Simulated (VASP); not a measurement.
Write the native input for VASP 6.6.1 that does the following.

```
Task                   : single point
Functional             : r2SCAN
Potentials or basis    : VASP PAW PBE potentials, release 64 (Ca_sv, O)
Cutoff                 : 520 eV
k mesh                 : 9 × 9 × 9
Occupations            : fermi-dirac, width 0.1 eV
Spin                   : no spin polarisation
Dipole correction      : no
Further INCAR settings : ALGO = Normal; EDIFF = 1e-06; NBANDS = 15
```

The system is CaO.

```xyz
2
Lattice="0.0000 2.4247 2.4247 2.4247 0.0000 2.4247 2.4247 2.4247 0.0000" Properties=species:S:1:pos:R:3 pbc="T T T"
Ca    0.0000    0.0000    0.0000
O     2.4247    2.4247    2.4247
```

The input as run:

POSCAR

```
CaO
1.0
    0.0000000000      2.4247166600      2.4247166600
    2.4247166600      0.0000000000      2.4247166600
    2.4247166600      2.4247166600      0.0000000000
Ca O
1 1
Direct
    0.0000000000      0.0000000000      0.0000000000
    0.5000000000      0.5000000000      0.5000000000
```

INCAR.step1

```
PREC = Accurate
ENCUT = 520
ISMEAR = -1
SIGMA = 0.1
LREAL = F
LASPH = T
NELM = 60
NBANDS = 15
GGA = PE
ALGO = Normal
EDIFF = 1E-4
LWAVE = T
LCHARG = F
```

INCAR.step2

```
PREC = Accurate
ENCUT = 520
EDIFF = 1E-6
ISMEAR = -1
SIGMA = 0.1
LREAL = F
LASPH = T
NELM = 60
ALGO = Normal
ISIF = 2
LWAVE = F
LCHARG = F
METAGGA = R2SCAN
LMIXTAU = T
NBANDS = 15
ISTART = 1
```

KPOINTS

```
Automatic mesh
0
Gamma
  9 9 9
```

Potentials or basis: VASP PAW PBE potentials, release 64 (Ca_sv, O).

The run is started by

```bash
$ cat potpaw_PBE.64/Ca_sv/POTCAR potpaw_PBE.64/O/POTCAR > POTCAR
$ cp INCAR.step1 INCAR
$ mpirun -np 1 vasp_std > vasp.out
$ cp INCAR.step2 INCAR
$ mpirun -np 1 vasp_std > vasp.out
```

Results of the run:

| Quantity | Value |
| --- | --- |
| Pressure | -2.8 GPa |
| Band gap on the k mesh | 4.25 eV (least direct gap 4.63 eV) |

Caveat: the PAW data sets were made with another functional, which shifts forces and pressure a little; an odd mesh through Γ misses points on the zone boundary, where band edges can lie.

Wall time 110 s on 1 thread of Intel Xeon 8259CL (shared host), peak memory 0.17 GiB.
